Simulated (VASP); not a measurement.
# Fe: single point with HSE06

Crystal: Fe.

```
Fe
1.0
     2.86600    0.00000    0.00000
     0.00000    2.86600    0.00000
     0.00000    0.00000    2.86600
Fe
2
Direct
  0.00000 0.00000 0.00000
  0.50000 0.50000 0.50000
```

| Quantity | Value |
| --- | --- |
| Program | VASP 6.6.1 |
| Task | single point |
| Functional | HSE06 |
| Potentials or basis | VASP PAW PBE potentials, release 64 (Fe) |
| Cutoff | 520 eV |
| k mesh | 4 × 4 × 4 |
| Occupations | fermi-dirac, width 0.1 eV |
| Spin | collinear spin, ferromagnetic start |
| Starting moments | [2.5, 2.5] μB |
| Dipole correction | no |
| Grid for exact exchange (PRECFOCK) | Normal |
| Further INCAR settings | ALGO = Normal; EDIFF = 1e-06; NBANDS = 19 |
| Share of exact exchange | 0.25 |
| Screening parameter | 0.2079 1/Å |

* Pressure: 10.8 GPa
* Net moment: 5.78 μB per cell
* Site moments: Fe +2.94 μB
* Valence electrons inside the program's atomic spheres: Fe 7.22

Levels at points of the mesh, in eV from the Fermi level:
Spin up:
```tsv
k point	band 8	band 9	band 10	band 11	band 12	band 13	band 14	band 15
(0.00, 0.00, 0.00)	-3.88	-2.65	-2.65	-2.65	10.38	10.38	10.38	15.87
(0.50, 0.00, 0.00)	-4.48	-3.84	-3.84	-1.53	-1.53	17.49	17.49	17.49
(0.50, 0.50, 0.00)	-3.69	-2.34	-2.34	0.51	0.51	7.03	7.03	19.10
(0.50, 0.50, 0.50)	-3.65	-3.65	-3.65	8.65	8.65	8.65	8.65	8.65
```
Spin down:
```
           k point  band 4  band 5  band 6  band 7  band 8  band 9
(0.00, 0.00, 0.00)    0.97    0.97    0.97    3.87    3.87    4.16
(0.50, 0.00, 0.00)    0.45    1.13    1.13    1.13    1.13    2.39
(0.50, 0.50, 0.00)   -1.24   -0.24   -0.24    3.57    3.57    4.11
(0.50, 0.50, 0.50)   -1.89   -1.89   -1.89    4.19    4.19    4.19
```

It took 15 min on 1 thread of AMD EPYC 9755 128-Core Processor, with other jobs on the host, peak memory 0.21 GiB.

Caveat: the k points lie up to 0.55 Å⁻¹ apart; the PAW data sets were made with another functional, which shifts forces and pressure a little.
